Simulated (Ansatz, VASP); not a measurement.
**One calculation of Sn, two programs**

```
Sn
1.0
     3.89761    0.00000    0.00000
     0.00000    3.89311    0.00000
     0.00000    0.00000    3.62940
Sn
2
Direct
  0.00000 0.00000 0.74981
  0.50000 0.50000 0.25019
```

Alike in both runs: functional PBE; k mesh 6 × 6 × 6; occupations gaussian, width 0.1 eV; no spin polarisation.

Ansatz relaxed the structure, and its values are those at the end. VASP's run is a single point on that final structure, the one shown.

```csv
,VASP,Ansatz
version,VASP 6.6.1,Ansatz 0.2.0
potentials or method,"VASP PAW PBE potentials, release 64 (Sn_d), cutoff 520 eV","scalar-relativistic, plane waves, PAW"
valence electrons in the cell,28,28
```

|  | VASP | Ansatz | Ansatz less VASP |
| --- | --- | --- | --- |
| gap on the k mesh at the Fermi level (eV) | none | none | - |
| pressure (GPa) | -0.1 | 0.0 | +0.08 |

A gap of «none» marks a metal or a gap that the smearing closes. The functional is the same, so the differences come from potentials, cutoffs and numerics.
